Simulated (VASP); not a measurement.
# ScPdF3 (Pm-3m) in VASP: notebook

The runs below take ScPdF3 through single point, with PBE.

Everything below comes from runs of VASP 6.6.1. Logs are shortened: lines on timing, memory, paths and dates and some standing lists are left out, and cuts for length are marked.

## (1) The cell of the first run

It takes space group Pm-3m (No. 221, cubic). Conventional cell: a = 4.323 Å, b = 4.323 Å, c = 4.323 Å, α = 90.00°, β = 90.00°, γ = 90.00°. Sc (site symmetry m-3m) has 12 F at 3.06 Å and 8 Pd at 3.74 Å within 4.0 Å. Within 2.9 Å of Pd (site symmetry m-3m) lie 6 F at 2.16 Å. F (site symmetry 4/mmm) has 2 Pd at 2.16 Å within 2.9 Å.

## (2) Single point, PBE, collinear spin

INCAR reads:

```
SYSTEM = ScPdF3
ALGO = Normal ; EDIFF = 1E-7
ENCUT = 520 ; GGA = PE
ISIF = 2 ; ISMEAR = 0
ISPIN = 2 ; LASPH = .True.
LCHARG = .True. ; LELF = .True.
LMAXMIX = 4 ; LORBIT = 11
LREAL = .False. ; LVHAR = .True.
LWAVE = .False. ; MAGMOM = -1.06 0 0 0 0
NBANDS = 33 ; NELM = 150
PREC = Accurate ; SIGMA = 0.1
```

KPOINTS reads:

```
k-points
0
Gamma
  10 10 10
  0 0 0
```

POSCAR reads:

```
ScPdF3
1.0
    4.3232943242      0.0000000000      0.0000000000
    0.0000000000      4.3232943242      0.0000000000
    0.0000000000      0.0000000000      4.3232943242
Sc Pd F
1 1 3
Direct
    0.5000000000      0.5000000000      0.5000000000
    0.0000000000      0.0000000000      0.0000000000
    0.5000000000      0.0000000000      0.0000000000
    0.0000000000      0.5000000000      0.0000000000
    0.0000000000      0.0000000000      0.5000000000
```

Potentials or basis: VASP PAW PBE potentials, release 64 (Sc_sv, Pd, F).

Run with:

```console
> cat potpaw_PBE.64/Sc_sv/POTCAR potpaw_PBE.64/Pd/POTCAR potpaw_PBE.64/F/POTCAR > POTCAR
> mpirun -np 1 vasp_std > vasp.out
```

OUTCAR:

```text
SYSTEM = ScPdF3
   EDIFF = 1E-7
   ENCUT = 520
   GGA = PE
   ISIF = 2
   ISMEAR = 0
   ISPIN = 2
   LASPH = .True.
   LORBIT = 11
   LREAL = .False.
   NELM = 150
   PREC = Accurate

 ion  position               nearest neighbor table
   1  0.500  0.500  0.500-
   2  0.000  0.000  0.000-   3 2.16   4 2.16   5 2.16   5 2.16   4 2.16   3 2.16
   3  0.500  0.000  0.000-   2 2.16   2 2.16
   4  0.000  0.500  0.000-   2 2.16   2 2.16
   5  0.000  0.000  0.500-   2 2.16   2 2.16

  LATTYP: Found a simple cubic cell.
 ALAT       =     4.3232943242

  Lattice vectors:

 A1 = (   4.3232943242,   0.0000000000,   0.0000000000)
 A2 = (   0.0000000000,   4.3232943242,   0.0000000000)
 A3 = (   0.0000000000,   0.0000000000,   4.3232943242)

Analysis of symmetry for initial positions (statically):
=====================================================================
 Subroutine PRICEL returns:
 Original cell was already a primitive cell.

 Routine SETGRP: Setting up the symmetry group for a
 simple cubic supercell.

 Subroutine GETGRP returns: Found 48 space group operations
 (whereof 48 operations were pure point group operations)
 out of a pool of 48 trial point group operations.

The static configuration has the point symmetry O_h .

Analysis of symmetry for dynamics (positions and initial velocities):
=====================================================================
 Subroutine PRICEL returns:
 Original cell was already a primitive cell.

 Routine SETGRP: Setting up the symmetry group for a
 simple cubic supercell.

 Subroutine GETGRP returns: Found 48 space group operations
 (whereof 48 operations were pure point group operations)
 out of a pool of 48 trial point group operations.

The dynamic configuration has the point symmetry O_h .

Analysis of structural, dynamic, and magnetic symmetry:
=====================================================================
 Subroutine PRICEL returns:
 Original cell was already a primitive cell.

 Routine SETGRP: Setting up the symmetry group for a
 simple cubic supercell.

 Subroutine GETGRP returns: Found 48 space group operations
 (whereof 48 operations were pure point group operations)
 out of a pool of 48 trial point group operations.

The overall configuration has the point symmetry O_h .

 Subroutine INISYM returns: Found 48 space group operations
 (whereof 48 operations are pure point group operations),
 and found     1 'primitive' translations

----------------------------------------------------------------------------------------

                                     Primitive cell

  volume of cell :      80.8061

  direct lattice vectors                    reciprocal lattice vectors
     4.323294324  0.000000000  0.000000000     0.231305094  0.000000000  0.000000000
     0.000000000  4.323294324  0.000000000     0.000000000  0.231305094  0.000000000
     0.000000000  0.000000000  4.323294324     0.000000000  0.000000000  0.231305094

  length of vectors
     4.323294324  4.323294324  4.323294324     0.231305094  0.231305094  0.231305094

  position of ions in fractional coordinates (direct lattice)
     0.500000000  0.500000000  0.500000000
     0.000000000  0.000000000  0.000000000
     0.500000000  0.000000000  0.000000000
     0.000000000  0.500000000  0.000000000
     0.000000000  0.000000000  0.500000000

  ion indices of the primitive-cell ions
   primitive index   ion index
                 1           1
                 2           2
                 3           3
                 4           4
                 5           5

----------------------------------------------------------------------------------------

 KPOINTS: k-points

Automatic generation of k-mesh.
 Grid dimensions read from file:
 generate k-points for:   10   10   10

 Generating k-lattice:

  Cartesian coordinates                     Fractional coordinates (reciprocal lattice)
     0.023130509  0.000000000  0.000000000     0.100000000  0.000000000  0.000000000
     0.000000000  0.023130509  0.000000000     0.000000000  0.100000000  0.000000000
     0.000000000  0.000000000  0.023130509     0.000000000  0.000000000  0.100000000

  Length of vectors
     0.023130509  0.023130509  0.023130509

  Shift w.r.t. Gamma in fractional coordinates (k-lattice)
     0.000000000  0.000000000  0.000000000

 Subroutine IBZKPT returns following result:
 ===========================================

 Found     56 irreducible k-points:

 Following reciprocal coordinates:
            Coordinates               Weight
  0.000000  0.000000  0.000000      1.000000
  0.100000  0.000000  0.000000      6.000000
  0.200000  0.000000  0.000000      6.000000
  0.300000  0.000000  0.000000      6.000000
  0.400000  0.000000  0.000000      6.000000
  0.500000  0.000000  0.000000      3.000000
[... 16 lines left out ...]
  0.200000  0.100000  0.100000     24.000000
  0.300000  0.100000  0.100000     24.000000
 [... further k-points ...]
   k-points           NKPTS =     56   k-points in BZ     NKDIM =     56   number of bands    NBANDS=     33
   number of dos      NEDOS =    301   number of ions     NIONS =      5
   total plane-waves  NPLWV =  32768
   dimension x,y,z NGX =    32 NGY =   32 NGZ =   32
   dimension x,y,z NGXF=    64 NGYF=   64 NGZF=   64
   ions per type =               1   1   3
   NGX,Y,Z   is equivalent  to a cutoff of  12.31, 12.31, 12.31 a.u.
   NGXF,Y,Z  is equivalent  to a cutoff of  24.61, 24.61, 24.61 a.u.
 SYSTEM =  ScPdF3
   PREC   = accura    normal or accurate (medium, high low for compatibility)
   ISTART =      0    job   : 0-new  1-cont  2-samecut
   ICHARG =      2    charge: 1-file 2-atom 10-const
   ISPIN  =      2    spin polarized calculation?
   LNONCOLLINEAR =      F non collinear calculations
   LSORBIT =      F    spin-orbit coupling
   LASPH  =      T    aspherical Exc in radial PAW
   ENCUT  =  520.0 eV  38.22 Ry    6.18 a.u.   8.04  8.04  8.04*2*pi/ulx,y,z
   NELM   =    150;   NELMIN=  2; NELMDL= -5     # of ELM steps
   EDIFF  = 0.1E-06   stopping-criterion for ELM
   LREAL  =      F    real-space projection
   EDIFFG = 0.1E-05   stopping-criterion for IOM
   NSW    =      0    number of steps for IOM
   IBRION =     -1    ionic relax: 0-MD 1-quasi-New 2-CG
   NFREE  =      0    steps in history (QN), initial steepest desc. (CG)
   ISIF   =      2    stress and relaxation
   ISYM   =      2    0-nonsym 1-usesym 2-fastsym
   POTIM  = 0.5000    time-step for ionic-motion
   TEBEG  =    0.0;   TEEND  =   0.0 temperature during run
   PSTRESS=    0.0 pullay stress
   NELECT =      42.0000    total number of electrons
   NUPDOWN=      -1.0000    fix difference up-down
   EMIN   =  10.00;   EMAX   =-10.00  energy-range for DOS
   EFERMI =   0.00;   METHOD = LEGACY
   ISMEAR =     0;   SIGMA  =   0.10  broadening in eV -4-tet -1-fermi 0-gaus
   EFERMI_NEDOS =   21; number of points for ismear=-14 and -15
   IALGO  =     38    algorithm
   IMIX   =      4    mixing-type and parameters
     AMIX     =   0.40;   BMIX     =  1.00
     AMIX_MAG =   1.60;   BMIX_MAG =  1.00
  volume/ion in A,a.u.               =      16.16       109.06
  Fermi-wavevector in a.u.,A,eV,Ry     =   1.316264  2.487379 23.572800  1.732552
  Thomas-Fermi vector in A             =   2.446389
   LORBIT       =     11    0 simple, 1 ext, 2 COOP (PROOUT), +10 PAW based schemes
   GGA     = PE    functional components
   LHFCALC =     F    Hartree Fock is set to
   AEXX    =    0.0000 exact exchange contribution
   IVDW    =     0    specifies the selected vdW correction
   LEPSILON=     F    determine dielectric tensor
   LRPA    =     F    only Hartree local field effects (RPA)
 spin polarized calculation
 Gauss-broadening in eV      SIGMA  =   0.10
  energy-cutoff  :      520.00
  volume of cell :       80.81
 maximum number of plane-waves:      2224
   NGX = 17   NGY = 17   NGZ = 17

 number of electron      41.9999958 magnetization      -0.0038142

 number of electron      41.9999958 magnetization       0.0002176

 Free energy of the ion-electron system (eV)
  ---------------------------------------------------
  ext. energy  EPLUGINS =         0.00000000
  ---------------------------------------------------
  free energy    TOTEN  =       -22.95816924 eV

  energy without entropy =      -22.91166773  energy(sigma->0) =      -22.93491848

 E-fermi :   4.0991     XC(G=0):  -9.5921

 val. band max:        4.0926581475   @ k =   0.2000   0.2000   0.1000
 cond. band min:       4.0992137558   @ k =   0.3000   0.2000   0.1000
 fundamental gap:      0.0065556083
 Fermi energy:         4.0990796198

 spin component 1

 k-point     1 :       0.0000    0.0000    0.0000
  band No.  band energies     occupation
      1     -47.7485      1.00000
      2     -26.3318      1.00000
      3     -26.3318      1.00000
      4     -26.3318      1.00000
      5     -20.5158      1.00000
      6     -20.1955      1.00000
[... 853 lines left out ...]
     32      14.1631      0.00000
     33      14.9664      0.00000

 [... further k-points ...]

 spin component 2

 k-point     1 :       0.0000    0.0000    0.0000
  band No.  band energies     occupation
      1     -47.7485      1.00000
      2     -26.3318      1.00000
      3     -26.3318      1.00000
      4     -26.3318      1.00000
      5     -20.5158      1.00000
      6     -20.1955      1.00000
[... 853 lines left out ...]
     32      14.1630      0.00000
     33      14.9663      0.00000

 [... further k-points ...]

------------------------ aborting loop because EDIFF is reached ----------------------------------------

  FORCE on cell =-STRESS in cart. coord.  units (eV):
  Direction    XX          YY          ZZ          XY          YZ          ZX
  --------------------------------------------------------------------------------------
  -------------------------------------------------------------------------------------
  Total       -0.2451620     -0.2451620     -0.2451620      0.0000000      0.0000000     -0.0000000
  in kB       -4.8609304     -4.8609304     -4.8609304      0.0000000      0.0000000     -0.0000000
  external PRESSURE =      -4.8609304 kB  Pullay stress =       0.0000000 kB

 VOLUME and BASIS-vectors are now :
 -----------------------------------------------------------------------------
  energy-cutoff  :      520.00
  volume of cell :       80.81
      direct lattice vectors                 reciprocal lattice vectors
     4.323294324  0.000000000  0.000000000     0.231305094  0.000000000  0.000000000
     0.000000000  4.323294324  0.000000000     0.000000000  0.231305094  0.000000000
     0.000000000  0.000000000  4.323294324     0.000000000  0.000000000  0.231305094

 POSITION                                       TOTAL-FORCE (eV/Angst)
 -----------------------------------------------------------------------------------
      2.16165      2.16165      2.16165         0.000000      0.000000      0.000000
      0.00000      0.00000      0.00000         0.000000      0.000000      0.000000
      2.16165      0.00000      0.00000         0.000000      0.000000      0.000000
      0.00000      2.16165      0.00000         0.000000      0.000000      0.000000
      0.00000      0.00000      2.16165         0.000000      0.000000      0.000000
 -----------------------------------------------------------------------------------
    total drift:                                0.000000      0.000000     -0.000000

  FREE ENERGIE OF THE ION-ELECTRON SYSTEM (eV)
  ---------------------------------------------------
  free  energy   TOTEN  =       -22.9581692355 eV

  energy  without entropy=      -22.9116677274  energy(sigma->0) =      -22.93491848

 total charge

# of ion       s       p       d       tot
------------------------------------------
    1        2.096   5.972   0.942   9.010
    2        0.298   0.350   8.561   9.209
    3        1.753   4.277   0.000   6.030
    4        1.753   4.277   0.000   6.030
    5        1.753   4.277   0.000   6.030
--------------------------------------------------
tot          7.652  19.154   9.503  36.309

 magnetization (x)

# of ion       s       p       d       tot
------------------------------------------
    1       -0.000  -0.000  -0.000  -0.000
    2        0.000   0.000   0.000   0.000
    3        0.000   0.000   0.000   0.000
    4        0.000   0.000   0.000   0.000
    5        0.000   0.000   0.000   0.000
--------------------------------------------------
tot         -0.000   0.000  -0.000  -0.000
```

Wall time 4.5 min (1 thread of AMD EPYC 9R45 (Zen 5), shared host); peak memory 0.34 GiB.

What came out:

```
Free energy                                           : -22.9582 eV
Pressure                                              : -0.5 GPa
Band gap on the k mesh                                : zero (filled and empty bands overlap)
Net moment                                            : 0.00 μB per cell
Valence electrons inside the program's atomic spheres : Sc 9.01; Pd 9.21; F 6.03
```

Levels at points of the mesh, in eV from the Fermi level:
Spin up:
| k point | band 17 | band 18 | band 19 | band 20 | band 21 | band 22 | band 23 | band 24 |
| --- | --- | --- | --- | --- | --- | --- | --- | --- |
| (0.00, 0.00, 0.00) | -2.31 | -2.31 | -2.31 | -1.55 | -1.55 | -1.31 | -0.33 | -0.33 |
| (0.50, 0.00, 0.00) | -2.24 | -1.63 | -1.63 | -1.52 | -0.45 | -0.03 | 0.02 | 0.38 |
| (0.50, 0.50, 0.00) | -1.62 | -1.62 | -1.25 | -1.08 | 0.22 | 0.25 | 0.60 | 0.60 |
| (0.50, 0.50, 0.50) | -1.23 | -1.23 | -1.23 | 0.03 | 0.03 | 0.03 | 0.53 | 0.53 |
Spin down:
```
           k point  band 16  band 17  band 18  band 19  band 20  band 21  band 22  band 23  band 24  band 25
(0.00, 0.00, 0.00)    -5.42    -2.31    -2.31    -2.31    -1.55    -1.55    -1.31    -0.33    -0.33     0.46
(0.50, 0.00, 0.00)    -5.50    -2.24    -1.63    -1.63    -1.52    -0.45    -0.03     0.02     0.38     0.57
(0.50, 0.50, 0.00)    -5.10    -1.62    -1.62    -1.25    -1.08     0.22     0.25     0.60     0.60     0.60
(0.50, 0.50, 0.50)    -5.08    -1.23    -1.23    -1.23     0.03     0.03     0.03     0.53     0.53     0.96
```

(Continued in part 2 of 2.)
